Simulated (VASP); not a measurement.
A run of VASP 6.6.1 is set up as follows.

Contents of INCAR:

```
SYSTEM = Hf5H2
  ALGO = Normal
  EDIFF = 1E-6
  ENCUT = 520
  GGA = PE
  ISIF = 2
  ISMEAR = 0
  LASPH = .True.
  LCHARG = .False.
  LREAL = .False.
  LWAVE = .False.
  NBANDS = 35
  NELM = 80
  PREC = Accurate
  SIGMA = 0.2
```

KPOINTS

```
k-points
0
Gamma
  4 4 4
  0 0 0
```

Contents of POSCAR:

```
Hf5H2
1.0
   -3.6330421994      3.6330421994      2.2516253420
    3.6330421994     -3.6330421994      2.2516253420
    3.6330421994      3.6330421994     -2.2516253420
Hf H
5 2
Direct
    0.6053872084      0.2096945522      0.8150817606
    0.2096945522      0.3946127916      0.6043073438
    0.7903054478      0.6053872084      0.3956926562
    0.3946127916      0.7903054478      0.1849182394
    0.0000000000      0.0000000000      0.0000000000
    0.2500000000      0.7500000000      0.5000000000
    0.7500000000      0.2500000000      0.5000000000
```

Potentials or basis: VASP PAW PBE potentials, release 64 (Hf_pv, H).

Command:

```console
$ cat potpaw_PBE.64/Hf_pv/POTCAR potpaw_PBE.64/H/POTCAR > POTCAR
$ mpirun -np 1 vasp_std > vasp.out
```

(1) What does it give for the largest force?

(2) Predict the band gap on the k mesh.

(3) What does it give for the pressure?

Results:

(1) 0.050 eV/Å.

(2) zero (bands 26 and 27 overlap by 0.53 eV).

(3) -0.4 GPa.

Caveat: the k points lie up to 0.41 Å⁻¹ apart, too coarse for converged energies and pressures of a metal; spin-orbit coupling is left out, which moves the levels of the heavy elements.
